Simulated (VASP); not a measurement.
# Ni (Fm-3m) in VASP: further runs, part 2 of 2

VASP 6.6.1. The steps go on from the part before.

## (4) Single point, PBE, collinear spin, ferromagnetic start (volume scaled by 1.02)

INCAR reads:

```
SYSTEM = Ni
ALGO     = Normal         ! electronic algorithm
EDIFF    = 1E-7           ! SCF threshold, eV
ENCUT    = 520            ! plane-wave cutoff, eV
GGA      = PE             ! functional
ISIF     = 2              ! what is computed and relaxed
ISMEAR   = -1             ! smearing method
ISPIN    = 2              ! spin polarisation
LASPH    = .TRUE.         ! aspherical terms in the spheres
LCHARG   = .FALSE.        ! write CHGCAR
LMAXMIX  = 4              ! l up to which the mixer works
LORBIT   = 11             ! projections on sites
LREAL    = .FALSE.        ! projectors in reciprocal space
LWAVE    = .FALSE.        ! write WAVECAR
MAGMOM   = 1.5            ! initial moments
NBANDS   = 15             ! bands
NELM     = 150            ! most SCF steps
PREC     = Accurate       ! precision mode
SIGMA    = 0.05           ! smearing width, eV
```

KPOINTS reads:

```
k-points
0
G
  18 18 18
  0 0 0
```

POSCAR reads:

```
Ni
1.0
    0.0000000000      1.7796586194      1.7796586194
    1.7796586194      0.0000000000      1.7796586194
    1.7796586194      1.7796586194      0.0000000000
Ni
1
Direct
    0.0000000000      0.0000000000      0.0000000000
```

Potentials or basis: VASP PAW PBE potentials, release 64 (Ni).

Launch:

```bash
cat potpaw_PBE.64/Ni/POTCAR > POTCAR
mpirun -np 1 vasp_std > vasp.out
```

OUTCAR:

```text
SYSTEM = Ni
   EDIFF = 1E-7
   ENCUT = 520
   GGA = PE
   ISIF = 2
   ISMEAR = -1
   ISPIN = 2
   LASPH = .TRUE.
   LORBIT = 11
   LREAL = .FALSE.
   NELM = 150
   PREC = Accurate

 ion  position               nearest neighbor table
   1  0.000  0.000  0.000-

  LATTYP: Found a face centered cubic cell.
 ALAT       =     3.5593172388

  Lattice vectors:

 A1 = (   0.0000000000,   1.7796586194,   1.7796586194)
 A2 = (   1.7796586194,   0.0000000000,   1.7796586194)
 A3 = (   1.7796586194,   1.7796586194,   0.0000000000)

Analysis of symmetry for initial positions (statically):
=====================================================================
 Subroutine PRICEL returns:
 Original cell was already a primitive cell.

 Routine SETGRP: Setting up the symmetry group for a
 face centered cubic supercell.

 Subroutine GETGRP returns: Found 48 space group operations
 (whereof 48 operations were pure point group operations)
 out of a pool of 48 trial point group operations.

The static configuration has the point symmetry O_h .

Analysis of symmetry for dynamics (positions and initial velocities):
=====================================================================
 Subroutine PRICEL returns:
 Original cell was already a primitive cell.

 Routine SETGRP: Setting up the symmetry group for a
 face centered cubic supercell.

 Subroutine GETGRP returns: Found 48 space group operations
 (whereof 48 operations were pure point group operations)
 out of a pool of 48 trial point group operations.

The dynamic configuration has the point symmetry O_h .

Analysis of structural, dynamic, and magnetic symmetry:
=====================================================================
 Subroutine PRICEL returns:
 Original cell was already a primitive cell.

 Routine SETGRP: Setting up the symmetry group for a
 face centered cubic supercell.

 Subroutine GETGRP returns: Found 48 space group operations
 (whereof 48 operations were pure point group operations)
 out of a pool of 48 trial point group operations.

The overall configuration has the point symmetry O_h .

[... 150 lines left out ...]
 spin component 1

 k-point     1 :       0.0000    0.0000    0.0000
  band No.  band energies     occupation
      1       0.1184      1.00000
      2       6.5395      1.00000
      3       6.5395      1.00000
      4       6.5395      1.00000
      5       7.6630      1.00000
      6       7.6630      1.00000
      7      32.3040      0.00000
      8      35.8898      0.00000
      9      35.8898      0.00000
     10      35.8898      0.00000
     11      38.7209      0.00000
     12      38.7209      0.00000
     13      38.7209      0.00000
     14      41.7623      0.00000
[... 403 lines left out ...]
      4       6.8024      1.00000
      5       7.5670      1.00000
      6       7.8616      1.00000
      7      23.4829      0.00000
      8      30.4588      0.00000
      9      33.8776      0.00000
     10      35.7001      0.00000
     11      38.1013      0.00000
     12      38.4701      0.00000
     13      42.7139      0.00000
     14      43.5516      0.00000
     15      46.4781      0.00000

 [... further k-points ...]

 spin component 2

 k-point     1 :       0.0000    0.0000    0.0000
  band No.  band energies     occupation
      1       0.0797      1.00000
      2       7.2907      1.00000
      3       7.2907      1.00000
      4       7.2907      1.00000
      5       8.2400      1.00000
      6       8.2400      1.00000
      7      32.1353      0.00000
      8      35.8720      0.00000
      9      35.8720      0.00000
     10      35.8720      0.00000
     11      38.8154      0.00000
     12      38.8154      0.00000
     13      38.8154      0.00000
     14      41.6357      0.00000
[... 403 lines left out ...]
      4       7.5018      1.00000
      5       8.2017      1.00000
      6       8.5112      0.99941
      7      23.6073      0.00000
      8      30.4723      0.00000
      9      33.8285      0.00000
     10      35.7792      0.00000
     11      38.1276      0.00000
     12      38.4370      0.00000
     13      42.7059      0.00000
     14      43.6505      0.00000
     15      46.6078      0.00000

 [... further k-points ...]
[... 5 lines left out ...]
  --------------------------------------------------------------------------------------
  -------------------------------------------------------------------------------------
  Total       -0.4466506     -0.4466506     -0.4466506      0.0000000      0.0000000     -0.0000000
  in kB      -63.4802144    -63.4802144    -63.4802144      0.0000000      0.0000000     -0.0000000
  external PRESSURE =     -63.4802144 kB  Pullay stress =       0.0000000 kB

 VOLUME and BASIS-vectors are now :
 -----------------------------------------------------------------------------
  energy-cutoff  :      520.00
  volume of cell :       11.27
      direct lattice vectors                 reciprocal lattice vectors
     0.000000000  1.779658619  1.779658619    -0.280952759  0.280952759  0.280952759
     1.779658619  0.000000000  1.779658619     0.280952759 -0.280952759  0.280952759
     1.779658619  1.779658619  0.000000000     0.280952759  0.280952759 -0.280952759

 POSITION                                       TOTAL-FORCE (eV/Angst)
 -----------------------------------------------------------------------------------
      0.00000      0.00000      0.00000         0.000000     -0.000000     -0.000000
 -----------------------------------------------------------------------------------
    total drift:                               -0.000000     -0.000000     -0.000000

  FREE ENERGIE OF THE ION-ELECTRON SYSTEM (eV)
  ---------------------------------------------------
  free  energy   TOTEN  =        -5.4706626031 eV

  energy  without entropy=       -5.4563961577  energy(sigma->0) =       -5.46352938

 total charge

# of ion       s       p       d       tot
------------------------------------------
    1        0.482   0.467   8.300   9.249

 magnetization (x)

# of ion       s       p       d       tot
------------------------------------------
    1       -0.007  -0.024   0.667   0.636
```

OSZICAR:

```text
N       E                     dE             d eps       ncg     rms          rms(c)
DAV:   1     0.328945727761E+02    0.32895E+02   -0.42146E+03 12420   0.852E+02
DAV:   2    -0.502629005602E+01   -0.37921E+02   -0.35032E+02 13331   0.160E+02
DAV:   3    -0.643518966345E+01   -0.14089E+01   -0.13925E+01 14157   0.306E+01
DAV:   4    -0.644422222287E+01   -0.90326E-02   -0.90310E-02 14355   0.231E+00
DAV:   5    -0.644434684179E+01   -0.12462E-03   -0.12462E-03 14540   0.244E-01    0.999E+00
DAV:   6    -0.586853901309E+01    0.57581E+00   -0.13916E+01 16887   0.416E+01    0.649E+00
DAV:   7    -0.548552211539E+01    0.38302E+00   -0.27448E+00 15866   0.162E+01    0.173E+00
DAV:   8    -0.547435361167E+01    0.11169E-01   -0.20950E-02 13713   0.891E-01    0.931E-01
DAV:   9    -0.547140344042E+01    0.29502E-02   -0.20541E-03 18567   0.280E-01    0.296E-01
DAV:  10    -0.547065742215E+01    0.74602E-03   -0.12053E-03 18082   0.206E-01    0.407E-02
DAV:  11    -0.547066131503E+01   -0.38929E-05   -0.18594E-05 15109   0.286E-02    0.267E-02
DAV:  12    -0.547066254529E+01   -0.12303E-05   -0.12751E-06 16352   0.774E-03    0.707E-03
DAV:  13    -0.547066260307E+01   -0.57785E-07   -0.24525E-07 14873   0.558E-03
   1 F= -.54706626E+01 E0= -.54635294E+01  d E =-.142664E-01  mag=     0.6214
```

Run time: 63 s. Hardware: 1 thread of AMD EPYC 7R13 (Zen 3), shared host; peak memory 0.14 GiB.

What came out:

```
Free energy                                           : -5.4707 eV
Pressure                                              : -6.3 GPa
Net moment                                            : 0.62 μB per cell
Site moments                                          : Ni +0.64 μB
Valence electrons inside the program's atomic spheres : Ni 9.25
```

Caveat: the cell differs from its parent crystal (volume scaled by 1.02).

## (5) Single point, PBE, collinear spin, ferromagnetic start (volume scaled by 1.04)

INCAR reads:

```
PREC = Accurate
ENCUT = 520
EDIFF = 1E-7
ISMEAR = -1
SIGMA = 0.05
LREAL = F
LASPH = T
NELM = 150
ALGO = Normal
ISIF = 2
LWAVE = F
LCHARG = T
ISPIN = 2
MAGMOM = 1.5
LORBIT = 11
LMAXMIX = 4
GGA = PE
LELF = T
LVHAR = T
NBANDS = 15
```

KPOINTS reads:

```
regular mesh
0
Gamma
  18 18 18
```

POSCAR reads:

```
Ni
1.0
    0.0000000000      1.7912151680      1.7912151680
    1.7912151680      0.0000000000      1.7912151680
    1.7912151680      1.7912151680      0.0000000000
Ni
1
Direct
    0.0000000000      0.0000000000      0.0000000000
```

Launch:

```bash
cat potpaw_PBE.64/Ni/POTCAR > POTCAR
mpirun -np 1 vasp_std > vasp.out
```

It took 70 s on 1 thread of AMD EPYC 7R13 (Zen 3), shared host; peak memory 0.14 GiB.

The run converged. Its results:

```
Free energy                                           : -5.4598 eV
Pressure                                              : -9.4 GPa
Net moment                                            : 0.62 μB per cell
Site moments                                          : Ni +0.64 μB
Valence electrons inside the program's atomic spheres : Ni 9.22
```

Levels at points of the mesh, in eV from the Fermi level:
Spin up:
```
           k point  band 3  band 4  band 5  band 6  band 7  band 8
(0.00, 0.00, 0.00)   -2.30   -2.30   -1.21   -1.21   23.25   26.69
(0.50, 0.00, 0.00)   -2.27   -0.61   -0.61   -0.19    5.28   21.77
(0.50, 0.50, 0.00)   -0.55   -0.50   -0.50    2.42    8.74   14.32
```
Spin down:
```
           k point  band 1  band 2  band 3  band 4  band 5  band 6  band 7  band 8  band 9  band 10
(0.00, 0.00, 0.00)   -8.67   -1.54   -1.54   -1.54   -0.63   -0.63   23.08   26.67   26.67    26.67
(0.50, 0.00, 0.00)   -4.11   -1.66   -1.66   -0.26    0.14    0.14    5.70   21.62   23.81    23.81
(0.50, 0.50, 0.00)   -3.98   -3.30    0.05    0.36    0.36    2.37    8.98   14.32   14.32    19.20
```

Caveat: the cell differs from its parent crystal (volume scaled by 1.04).

## (6) Single point, PBE

This run uses another cell than the first one, of 11.05 Å³/atom, 1.042 times its volume.

INCAR reads:

```
SYSTEM = Ni
ALGO = Normal
EDIFF = 1E-6
ENCUT = 520
GGA = PE
ISIF = 2
ISMEAR = -1
LASPH = .TRUE.
LCHARG = .FALSE.
LREAL = .FALSE.
LWAVE = .FALSE.
NBANDS = 11
NELM = 80
PREC = Accurate
SIGMA = 0.05
```

KPOINTS reads:

```
k-points
0
G
  18 18 18
  0 0 0
```

POSCAR reads:

```
Ni
1.0
    0.0000000000      1.7679500000      1.7679500000
    1.7679500000      0.0000000000      1.7679500000
    1.7679500000      1.7679500000      0.0000000000
Ni
1
Direct
    0.0000000000      0.0000000000      0.0000000000
```

Potentials or basis: VASP PAW PBE potentials, release 64 (Ni).

Launch:

```bash
cat potpaw_PBE.64/Ni/POTCAR > POTCAR
mpirun -np 1 vasp_std > vasp.out
```

It took 9.6 s on 1 thread of Intel Xeon 6975P-C (Granite Rapids), shared host; peak memory 0.14 GiB.

The run converged. Its results:

```yaml
Free_energy: -5.4259 eV
Pressure: -3.9 GPa
Band_gap_on_the_k_mesh: zero (band 5 reaches 9.13 eV, above the bottom of band 6 at 8.20 eV)
```

Levels at points of the mesh, in eV from the Fermi level:
```csv
k point,band 1,band 2,band 3,band 4,band 5,band 6,band 7,band 8,band 9,band 10
"(0.00, 0.00, 0.00)",-8.73,-1.81,-1.81,-1.81,-0.74,-0.74,23.69,27.50,27.50,27.50
"(0.50, 0.00, 0.00)",-4.33,-1.85,-1.85,-0.11,-0.02,-0.02,5.96,22.20,24.63,24.63
"(0.50, 0.50, 0.00)",-4.18,-3.60,-0.03,0.16,0.16,2.60,9.40,14.87,14.87,19.80
```

Caveat: the run has no spin polarisation, though such a crystal can be magnetic. Spin polarisation is off, so any magnetic state and its effect on volume and gap are missing.

## (7) Overview

| spin | cell | gap on the mesh (eV) | pressure (GPa) | moment (μB) |
| --- | --- | --- | --- | --- |
| collinear, ferromagnetic start | a = 2.466 Å, angles 60.0°, 1 atom | none | 5.3 | 0.61 |
| collinear, ferromagnetic start | a = 2.483 Å, angles 60.0°, 1 atom | none | 1.0 | 0.62 |
| collinear, ferromagnetic start | a = 2.517 Å, angles 60.0°, 1 atom | none | -6.3 | 0.62 |
| collinear, ferromagnetic start | a = 2.533 Å, angles 60.0°, 1 atom | none | -9.4 | 0.62 |
| off | a = 2.500 Å, angles 60.0°, 1 atom | none | -3.9 | - |

Alike in all rows: task single point; level PBE; potentials or basis VASP PAW PBE potentials, release 64 (Ni); k mesh 18 × 18 × 18; cutoff (eV) 520; smearing fermi-dirac 0.05 eV.

Total energies depend on the potentials used, so only differences within one code and one set of settings carry meaning.
